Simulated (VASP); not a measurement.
# Gd (Fm-3m) in VASP: a series of runs

Gd is run at these levels: PBEsol; tasks: single point.

All numbers are computed with VASP 6.6.1; they aren't measurements. Logs are shortened: lines on timing, memory, paths and dates and some standing lists are left out, and cuts for length are marked.

### 1 The cell of the first run

The structure is cubic, space group Fm-3m (No. 225). The conventional cell has a = 4.592 Å, b = 4.592 Å, c = 4.592 Å, α = 90.00°, β = 90.00°, γ = 90.00°. Gd (site symmetry m-3m) has 12 Gd at 3.25 Å within 4.3 Å.

### 2 Single point, PBEsol, collinear spin, ferromagnetic start

INCAR reads:

```
PREC = Accurate
ENCUT = 520
EDIFF = 1E-7
ISMEAR = -1
SIGMA = 0.08
LREAL = False
LASPH = True
NELM = 150
ALGO = Normal
ISIF = 2
LWAVE = False
LCHARG = False
ISPIN = 2
MAGMOM = 7
LORBIT = 11
LMAXMIX = 6
GGA = PS
NBANDS = 19
```

KPOINTS reads:

```
Automatic mesh
0
Gamma
  14 14 14
```

POSCAR reads:

```
Gd
1.0
    0.0000000000      2.2960142125      2.2960142125
    2.2960142125      0.0000000000      2.2960142125
    2.2960142125      2.2960142125      0.0000000000
Gd
1
Direct
    0.0000000000      0.0000000000      0.0000000000
```

Potentials or basis: VASP PAW PBE potentials, release 64 (Gd).

Started as:

```console
cat potpaw_PBE.64/Gd/POTCAR > POTCAR
mpirun -np 1 vasp_std > vasp.out
```

OUTCAR:

```text
PREC = Accurate
   ENCUT = 520
   EDIFF = 1E-7
   ISMEAR = -1
   LREAL = False
   LASPH = True
   NELM = 150
   ISIF = 2
   ISPIN = 2
   LORBIT = 11
   GGA = PS

 ion  position               nearest neighbor table
   1  0.000  0.000  0.000-

  LATTYP: Found a face centered cubic cell.
 ALAT       =     4.5920284250

  Lattice vectors:

 A1 = (   0.0000000000,   2.2960142125,   2.2960142125)
 A2 = (   2.2960142125,   0.0000000000,   2.2960142125)
 A3 = (   2.2960142125,   2.2960142125,   0.0000000000)

Analysis of symmetry for initial positions (statically):
=====================================================================
 Subroutine PRICEL returns:
 Original cell was already a primitive cell.

 Routine SETGRP: Setting up the symmetry group for a
 face centered cubic supercell.

 Subroutine GETGRP returns: Found 48 space group operations
[... 9 lines left out ...]

 Routine SETGRP: Setting up the symmetry group for a
 face centered cubic supercell.

 Subroutine GETGRP returns: Found 48 space group operations
 (whereof 48 operations were pure point group operations)
 out of a pool of 48 trial point group operations.

The dynamic configuration has the point symmetry O_h .

Analysis of structural, dynamic, and magnetic symmetry:
=====================================================================
 Subroutine PRICEL returns:
 Original cell was already a primitive cell.

 Routine SETGRP: Setting up the symmetry group for a
 face centered cubic supercell.

 Subroutine GETGRP returns: Found 48 space group operations
 (whereof 48 operations were pure point group operations)
 out of a pool of 48 trial point group operations.

The overall configuration has the point symmetry O_h .

 Subroutine INISYM returns: Found 48 space group operations
[... 5 lines left out ...]
                                     Primitive cell

  volume of cell :      24.2077

  direct lattice vectors                    reciprocal lattice vectors
     0.000000000  2.296014212  2.296014212    -0.217768687  0.217768687  0.217768687
     2.296014212  0.000000000  2.296014212     0.217768687 -0.217768687  0.217768687
     2.296014212  2.296014212  0.000000000     0.217768687  0.217768687 -0.217768687

  length of vectors
     3.247054439  3.247054439  3.247054439     0.377186430  0.377186430  0.377186430

  position of ions in fractional coordinates (direct lattice)
     0.000000000  0.000000000  0.000000000

  ion indices of the primitive-cell ions
   primitive index   ion index
                 1           1

----------------------------------------------------------------------------------------

 KPOINTS: Automatic mesh

Automatic generation of k-mesh.
 Grid dimensions read from file:
 generate k-points for:   14   14   14

 Generating k-lattice:

  Cartesian coordinates                     Fractional coordinates (reciprocal lattice)
    -0.015554906  0.015554906  0.015554906     0.071428571  0.000000000  0.000000000
     0.015554906 -0.015554906  0.015554906     0.000000000  0.071428571  0.000000000
     0.015554906  0.015554906 -0.015554906     0.000000000  0.000000000  0.071428571

  Length of vectors
     0.026941888  0.026941888  0.026941888

  Shift w.r.t. Gamma in fractional coordinates (k-lattice)
     0.000000000  0.000000000  0.000000000

 Subroutine IBZKPT returns following result:
 ===========================================

 Found    104 irreducible k-points:

 Following reciprocal coordinates:
            Coordinates               Weight
  0.000000  0.000000  0.000000      1.000000
  0.071429  0.000000  0.000000      8.000000
  0.142857  0.000000  0.000000      8.000000
  0.214286  0.000000  0.000000      8.000000
  0.285714  0.000000  0.000000      8.000000
  0.357143  0.000000  0.000000      8.000000
[... 16 lines left out ...]
  0.214286  0.142857  0.000000     24.000000
  0.285714  0.142857  0.000000     24.000000
 [... further k-points ...]
   k-points           NKPTS =    104   k-points in BZ     NKDIM =    104   number of bands    NBANDS=     19
   number of dos      NEDOS =    301   number of ions     NIONS =      1
   total plane-waves  NPLWV =  13824
   dimension x,y,z NGX =    24 NGY =   24 NGZ =   24
   dimension x,y,z NGXF=    48 NGYF=   48 NGZF=   48
   ions per type =               1
   NGX,Y,Z   is equivalent  to a cutoff of  12.29, 12.29, 12.29 a.u.
   NGXF,Y,Z  is equivalent  to a cutoff of  24.58, 24.58, 24.58 a.u.
 SYSTEM =  unknown system
   PREC   = accura    normal or accurate (medium, high low for compatibility)
   ISTART =      0    job   : 0-new  1-cont  2-samecut
   ICHARG =      2    charge: 1-file 2-atom 10-const
   ISPIN  =      2    spin polarized calculation?
   LNONCOLLINEAR =      F non collinear calculations
   LSORBIT =      F    spin-orbit coupling
   LASPH  =      T    aspherical Exc in radial PAW
   ENCUT  =  520.0 eV  38.22 Ry    6.18 a.u.   6.04  6.04  6.04*2*pi/ulx,y,z
   NELM   =    150;   NELMIN=  2; NELMDL= -5     # of ELM steps
   EDIFF  = 0.1E-06   stopping-criterion for ELM
   LREAL  =      F    real-space projection
   EDIFFG = 0.1E-05   stopping-criterion for IOM
   NSW    =      0    number of steps for IOM
   IBRION =     -1    ionic relax: 0-MD 1-quasi-New 2-CG
   NFREE  =      0    steps in history (QN), initial steepest desc. (CG)
   ISIF   =      2    stress and relaxation
   ISYM   =      2    0-nonsym 1-usesym 2-fastsym
   POTIM  = 0.5000    time-step for ionic-motion
   TEBEG  =    0.0;   TEEND  =   0.0 temperature during run
   PSTRESS=    0.0 pullay stress
   NELECT =      18.0000    total number of electrons
   NUPDOWN=      -1.0000    fix difference up-down
   EMIN   =  10.00;   EMAX   =-10.00  energy-range for DOS
   EFERMI =   0.00;   METHOD = LEGACY
   ISMEAR =    -1;   SIGMA  =   0.08  broadening in eV -4-tet -1-fermi 0-gaus
   EFERMI_NEDOS =   21; number of points for ismear=-14 and -15
   IALGO  =     38    algorithm
   IMIX   =      4    mixing-type and parameters
     AMIX     =   0.40;   BMIX     =  1.00
     AMIX_MAG =   1.60;   BMIX_MAG =  1.00
  volume/ion in A,a.u.               =      24.21       163.36
  Fermi-wavevector in a.u.,A,eV,Ry     =   1.483136  2.802721 29.928648  2.199694
  Thomas-Fermi vector in A             =   2.596836
   LORBIT       =     11    0 simple, 1 ext, 2 COOP (PROOUT), +10 PAW based schemes
   GGA     = PS    functional components
   LHFCALC =     F    Hartree Fock is set to
   AEXX    =    0.0000 exact exchange contribution
   IVDW    =     0    specifies the selected vdW correction
   LEPSILON=     F    determine dielectric tensor
   LRPA    =     F    only Hartree local field effects (RPA)
 spin polarized calculation
  energy-cutoff  :      520.00
  volume of cell :       24.21
 maximum number of plane-waves:       664
   NGX = 13   NGY = 13   NGZ = 13

 number of electron      17.9999995 magnetization       7.2357414

 Free energy of the ion-electron system (eV)
  ---------------------------------------------------
  ext. energy  EPLUGINS =         0.00000000
  ---------------------------------------------------
  free energy    TOTEN  =       -11.81620585 eV

  energy without entropy =      -11.78499356  energy(sigma->0) =      -11.80059970

 E-fermi :   4.4536     XC(G=0): -11.6252

 val. band max:        4.4356807141   @ k =  -0.3571   0.2143   0.0714
 cond. band min:       4.4541292895   @ k =   0.2857   0.1429   0.0000
 fundamental gap:      0.0184485753
 Fermi energy:         4.4535814283

 spin component 1

 k-point     1 :       0.0000    0.0000    0.0000
  band No.  band energies     occupation
      1     -40.3117      1.00000
      2     -16.8394      1.00000
      3     -16.8394      1.00000
      4     -16.8394      1.00000
      5      -0.7835      1.00000
      6       0.0767      1.00000
[... 11 lines left out ...]
     18      14.9356      0.00000
     19      19.1929      0.00000

 k-point     2 :       0.0714    0.0000    0.0000
  band No.  band energies     occupation
      1     -40.3005      1.00000
      2     -16.9415      1.00000
      3     -16.8510      1.00000
      4     -16.8510      1.00000
      5      -0.5773      1.00000
      6       0.0829      1.00000
[... 11 lines left out ...]
     18      15.3429      0.00000
     19      18.3384      0.00000

 k-point     3 :       0.1429    0.0000    0.0000
  band No.  band energies     occupation
      1     -40.2690      1.00000
      2     -17.2190      1.00000
      3     -16.8833      1.00000
      4     -16.8833      1.00000
      5      -0.0227      1.00000
      6       0.1074      1.00000
[... 434 lines left out ...]
      1     -40.2204      1.00000
      2     -17.4554      1.00000
      3     -17.0256      1.00000
      4     -17.0113      1.00000
      5       0.1339      1.00000
      6       0.2174      1.00000
[... 11 lines left out ...]
     18      17.6285      0.00000
     19      18.2962      0.00000

 k-point    24 :       0.2857    0.1429    0.0000
  band No.  band energies     occupation
      1     -40.1754      1.00000
      2     -17.7839      1.00000
      3     -17.0838      1.00000
      4     -17.0674      1.00000
      5       0.1570      1.00000
      6       0.2187      1.00000
[... 11 lines left out ...]
     18      16.8531      0.00000
     19      19.7792      0.00000

 [... further k-points ...]

 spin component 2

 k-point     1 :       0.0000    0.0000    0.0000
  band No.  band energies     occupation
      1     -37.2213      1.00000
      2     -14.4696      1.00000
      3     -14.4696      1.00000
      4     -14.4696      1.00000
      5       0.0272      1.00000
      6       4.9476      0.00208
[... 11 lines left out ...]
     18      16.0093      0.00000
     19      20.0410      0.00000

 k-point     2 :       0.0714    0.0000    0.0000
  band No.  band energies     occupation
      1     -37.2076      1.00000
      2     -14.5942      1.00000
      3     -14.4831      1.00000
      4     -14.4831      1.00000
      5       0.2495      1.00000
      6       4.9070      0.00345
[... 11 lines left out ...]
     18      16.3979      0.00000
     19      19.1132      0.00000

 k-point     3 :       0.1429    0.0000    0.0000
  band No.  band energies     occupation
      1     -37.1690      1.00000
      2     -14.9299      1.00000
      3     -14.5210      1.00000
      4     -14.5210      1.00000
      5       0.8468      1.00000
      6       4.8125      0.01113
[... 434 lines left out ...]
      1     -37.1095      1.00000
      2     -15.2123      1.00000
      3     -14.6905      1.00000
      4     -14.6737      1.00000
      5       1.7346      1.00000
      6       4.5351      0.26534
[... 11 lines left out ...]
     18      18.4932      0.00000
     19      19.2386      0.00000

 k-point    24 :       0.2857    0.1429    0.0000
  band No.  band energies     occupation
      1     -37.0542      1.00000
      2     -15.6007      1.00000
      3     -14.7585      1.00000
      4     -14.7401      1.00000
      5       2.4212      1.00000
      6       4.4954      0.37214
[... 11 lines left out ...]
     18      17.7284      0.00000
     19      20.8010      0.00000

 [... further k-points ...]
[... 5 lines left out ...]
  --------------------------------------------------------------------------------------
  -------------------------------------------------------------------------------------
  Total        1.8415762      1.8415762      1.8415762     -0.0000000      0.0000000      0.0000000
  in kB      121.8839654    121.8839654    121.8839654     -0.0000000      0.0000000      0.0000000
  external PRESSURE =     121.8839654 kB  Pullay stress =       0.0000000 kB

 VOLUME and BASIS-vectors are now :
 -----------------------------------------------------------------------------
  energy-cutoff  :      520.00
  volume of cell :       24.21
      direct lattice vectors                 reciprocal lattice vectors
     0.000000000  2.296014212  2.296014212    -0.217768687  0.217768687  0.217768687
     2.296014212  0.000000000  2.296014212     0.217768687 -0.217768687  0.217768687
     2.296014212  2.296014212  0.000000000     0.217768687  0.217768687 -0.217768687

 POSITION                                       TOTAL-FORCE (eV/Angst)
 -----------------------------------------------------------------------------------
      0.00000      0.00000      0.00000         0.000000     -0.000000      0.000000
 -----------------------------------------------------------------------------------
    total drift:                                0.000000      0.000000     -0.000000

  FREE ENERGIE OF THE ION-ELECTRON SYSTEM (eV)
  ---------------------------------------------------
  free  energy   TOTEN  =       -11.8162058461 eV

  energy  without entropy=      -11.7849935636  energy(sigma->0) =      -11.80059970

 total charge

# of ion       s       p       d       f       tot
--------------------------------------------------
    1        2.091   5.519   0.782   6.991  15.383

 magnetization (x)

# of ion       s       p       d       f       tot
--------------------------------------------------
    1        0.008  -0.043   0.133   6.766   6.865
```

Wall time 60 s (1 thread of Intel Xeon 6975P-C (Granite Rapids), shared host); peak memory 0.22 GiB.

What came out:

* Free energy: -11.8162 eV
* Pressure: 12.2 GPa
* Net moment: 7.24 μB per cell
* Site moments: Gd +6.87 μB
* Valence electrons inside the program's atomic spheres: Gd 15.38

Caveat: the PAW data sets were made with another functional, which shifts forces and pressure a little; spin-orbit coupling is left out, which moves the levels of the heavy elements.

### 3 Single point, PBEsol, collinear spin, ferromagnetic start

INCAR reads:

```
SYSTEM = Gd
  PREC = Accurate
  ENCUT = 520
  EDIFF = 1E-6
  ISMEAR = -1
  SIGMA = 0.08
  LREAL = .FALSE.
  LASPH = .TRUE.
  NELM = 150
  ALGO = Normal
  ISIF = 2
  LWAVE = .FALSE.
  LCHARG = .FALSE.
  ISPIN = 2
  MAGMOM = 7
  LORBIT = 11
  LMAXMIX = 6
  GGA = PS
  NBANDS = 19
```

KPOINTS reads:

```
Automatic mesh
0
G
  14 14 14
  0 0 0
```

POSCAR is that of step 2.

Potentials or basis: VASP PAW PBE potentials, release 64 (Gd).

Started as:

```console
cat potpaw_PBE.64/Gd/POTCAR > POTCAR
mpirun -np 1 vasp_std > vasp.out
```

Run time: 59 s. Hardware: 1 thread of Intel Xeon 6975P-C (Granite Rapids), shared host; peak memory 0.21 GiB.

Results (log left out):

- Free energy: -11.8162 eV
- Pressure: 12.1 GPa
- Net moment: 7.24 μB per cell
- Site moments: Gd +6.87 μB
- Valence electrons inside the program's atomic spheres: Gd 15.38

Levels at points of the mesh, in eV from the Fermi level:
Spin up:
| k point | band 9 | band 10 | band 11 | band 12 | band 13 | band 14 | band 15 | band 16 | band 17 | band 18 |
| --- | --- | --- | --- | --- | --- | --- | --- | --- | --- | --- |
| (0.00, 0.00, 0.00) | -4.22 | -3.98 | -3.98 | -3.98 | 1.63 | 1.63 | 1.63 | 4.85 | 4.85 | 10.48 |
| (0.50, 0.00, 0.00) | -4.03 | -4.03 | -3.97 | -2.89 | 1.34 | 1.34 | 2.62 | 7.39 | 7.39 | 10.24 |
| (0.50, 0.50, 0.00) | -4.06 | -4.06 | -4.03 | -3.14 | -2.23 | 4.77 | 7.44 | 8.19 | 8.19 | 11.00 |
Spin down:
```tsv
k point	band 3	band 4	band 5	band 6	band 7	band 8
(0.00, 0.00, 0.00)	-18.92	-18.92	-4.43	0.49	0.90	0.90
(0.50, 0.00, 0.00)	-19.19	-19.19	-2.08	0.55	0.94	0.94
(0.50, 0.50, 0.00)	-19.67	-19.67	-2.47	-1.43	0.98	1.01
```

Caveat: the PAW data sets were made with another functional, which shifts forces and pressure a little; spin-orbit coupling is left out, which moves the levels of the heavy elements. The state reached can hang on the start; a lower one may exist.
